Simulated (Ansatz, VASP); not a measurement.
# One calculation of Te, two programs

INCAR

```
PREC     = Accurate       # precision mode
ENCUT    = 520            # plane-wave cutoff, eV
EDIFF    = 1E-6           # SCF threshold, eV
ISMEAR   = 0              # smearing method
SIGMA    = 0.15           # smearing width, eV
LREAL    = F              # projectors in reciprocal space
LASPH    = T              # aspherical terms in the spheres
NELM     = 80             # most SCF steps
ALGO     = Normal         # electronic algorithm
ISIF     = 2              # what is computed and relaxed
LWAVE    = F              # write WAVECAR
LCHARG   = F              # write CHGCAR
GGA      = PE             # functional
NBANDS   = 9              # bands
```

The input KPOINTS:

```
Automatic mesh
0
Gamma
  15 15 15
```

File POSCAR:

```
Te
1.0
    2.3157575282      1.3370032323      1.7605932568
   -2.3157575282      1.3370032323      1.7605932568
    0.0000000000     -2.6740064645      1.7605932568
Te
1
Direct
    0.5000000000      0.5000000000      0.5000000000
```

Input for Ansatz:

```yaml
crystal:
  lattice:
    - [2.3157575282, 1.3370032323, 1.7605932568]
    - [-2.3157575282, 1.3370032323, 1.7605932568]
    - [0.0, -2.6740064645, 1.7605932568]
  atoms:
    - { symbol: Te, position: [0.5, 0.5, 0.5] }
basis:
  ecutwfc: 420
kpoints:
  mp_grid: { grid: [15, 15, 15] }
hamiltonian:
  xc: pbe
scf:
  occupations: { method: gaussian, width: 0.15 }
output:
  forces: true
  stress: true
  eigenvalues: true
```

Alike in both runs: task single point; functional PBE; k mesh 15 × 15 × 15; occupations gaussian, width 0.15 eV; no spin polarisation.

|  | VASP | Ansatz |
| --- | --- | --- |
| version | VASP 6.6.1 | Ansatz 0.2.0 |
| potentials or method | VASP PAW PBE potentials, release 64 (Te), cutoff 520 eV | scalar-relativistic, plane waves, PAW |
| valence electrons in the cell | 6 | 16 |

Ansatz gave:

| Quantity | Value |
| --- | --- |
| gap on the k mesh at the Fermi level (eV) | none |
| pressure (GPa) | -0.1 |
| traceless stress, the component that is largest in VASP (GPa) | 0.29 |

Q: Which values does VASP return?

A: gap on the k mesh at the Fermi level (eV): none; pressure (GPa): -0.2; traceless stress, the component that is largest in VASP (GPa): 0.29.

A gap of «none» marks a metal or a gap that the smearing closes. The functional is the same, so the differences come from potentials, cutoffs and numerics. VASP's potentials hold 6 valence electrons a cell and Ansatz's 16, so a difference there can come from the potentials and not from the codes.

Spin-orbit coupling is off throughout.
